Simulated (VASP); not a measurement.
Write the native input for VASP 6.6.1 that does the following.

- Task: single point
- Functional: PBE
- Potentials or basis: VASP PAW PBE potentials, release 64 (Na_pv, F)
- Cutoff: 520 eV
- k mesh: 6 × 6 × 6
- Occupations: gaussian, width 0.01 eV
- Spin: no spin polarisation
- Dipole correction: no
- Further INCAR settings: ALGO = Normal; EDIFF = 1e-06; NBANDS = 14

The structure of NaF (Villiaumite) lies in POSCAR:

```
NaF
1.0
    0.0000000000      2.1651503900      2.1651503900
    2.1651503900      0.0000000000      2.1651503900
    2.1651503900      2.1651503900      0.0000000000
Na F
1 1
Direct
    0.0000000000      0.0000000000      0.0000000000
    0.5000000000      0.5000000000      0.5000000000
```

This cell differs from its parent crystal: strain -5.8%.

One way to write it, as run:

INCAR

```
SYSTEM = NaF
ALGO = Normal
EDIFF = 1E-6
ENCUT = 520
GGA = PE
ISIF = 2
ISMEAR = 0
LASPH = .TRUE.
LCHARG = .FALSE.
LREAL = .FALSE.
LWAVE = .FALSE.
NBANDS = 14
NELM = 100
PREC = Accurate
SIGMA = 0.01
```

KPOINTS

```
k-points
0
G
  6 6 6
  0 0 0
```

Potentials or basis: VASP PAW PBE potentials, release 64 (Na_pv, F).

The run is started by

```bash
$ cat potpaw_PBE.64/Na_pv/POTCAR potpaw_PBE.64/F/POTCAR > POTCAR
$ mpirun -np 1 vasp_std > vasp.out
```

It gave:

- Pressure: 19.6 GPa
- Band gap on the k mesh: 7.55 eV, direct

Caveat: the cell differs from its parent crystal (strain -5.8%).

Run time: 2 s on 1 thread of Intel(R) Xeon(R) 6975P-C (Granite Rapids), with other jobs on the host, peak memory 0.13 GiB.
